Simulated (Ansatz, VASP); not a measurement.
# Pb: VASP beside Ansatz

INCAR

```
SYSTEM = Pb
PREC = Accurate ; ENCUT = 520
EDIFF = 1E-7 ; ISMEAR = 0
SIGMA = 0.05 ; LREAL = .False.
LASPH = .True. ; NELM = 100
ALGO = Normal ; ISIF = 2
LWAVE = .False. ; LCHARG = .True.
GGA = PS ; LELF = .True.
LVHAR = .True. ; NBANDS = 13
```

KPOINTS

```
regular mesh
0
Gamma
  16 16 16
  0 0 0
```

Contents of POSCAR:

```
Pb
1.0
    0.0000000000      2.4975252532      2.4975252532
    2.4975252532      0.0000000000      2.4975252532
    2.4975252532      2.4975252532      0.0000000000
Pb
1
Direct
    0.0000000000      0.0000000000      0.0000000000
```

Input for Ansatz:

```yaml
crystal:
  lattice:
    - [0.0, 2.4975252532, 2.4975252532]
    - [2.4975252532, 0.0, 2.4975252532]
    - [2.4975252532, 2.4975252532, 0.0]
  atoms:
    - { symbol: Pb, position: [0.0, 0.0, 0.0] }
basis:
  ecutwfc: 420
  ecutrho_ratio: 4
kpoints:
  mp_grid: { grid: [16, 16, 16] }
hamiltonian:
  xc: pbesol
scf:
  occupations: { method: gaussian, width: 0.05 }
output:
  forces: true
  stress: true
  eigenvalues: true
```

Alike in both runs: task single point; functional PBEsol; k mesh 16 × 16 × 16; occupations gaussian, width 0.05 eV; no spin polarisation.

```csv
,VASP,Ansatz
version,VASP 6.6.1,Ansatz 0.2.0
potentials or method,"VASP PAW PBE potentials, release 64 (Pb_d), cutoff 520 eV","scalar-relativistic, plane waves, PAW"
valence electrons in the cell,14,14
```

```tsv
	VASP	Ansatz	Ansatz less VASP
gap on the k mesh at the Fermi level (eV)	none	none	-
pressure (GPa)	-1.9	-1.8	+0.08
```

VASP's potentials were made for PBE, not for PBEsol. A gap of «none» marks a metal or a gap that the smearing closes.

Neither program's run includes spin-orbit coupling.
